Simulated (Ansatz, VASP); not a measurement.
# BN in VASP and in Ansatz

```
B N
1.0
     0.00000    1.76148    1.76148
     1.76148    0.00000    1.76148
     1.76148    1.76148    0.00000
B N
1 1
Direct
  0.00000 0.00000 0.00000
  0.25000 0.25000 0.25000
```

Alike in both runs: task single point; functional HSE06; k mesh 6 × 6 × 6; occupations gaussian, width 0.02 eV; no spin polarisation.

|  | VASP | Ansatz |
| --- | --- | --- |
| version | VASP 6.6.1 | Ansatz 0.2.0 |
| potentials or method | VASP PAW PBE potentials, release 64 (B, N), cutoff 520 eV | scalar-relativistic, plane waves, PAW |
| valence electrons in the cell | 8 | 8 |

VASP gave:

- gap on the k mesh at the Fermi level (eV): 5.87
- least direct gap on the mesh (eV): 10.95

**Question.** What did Ansatz give for the same quantities?

**Answer.** gap on the k mesh at the Fermi level (eV): 5.89; least direct gap on the mesh (eV): 10.97.

Ansatz's warnings: stress exchange threshold loose, stress scf threshold loose.

The k mesh is coarse, so the values compare programs but aren't converged.
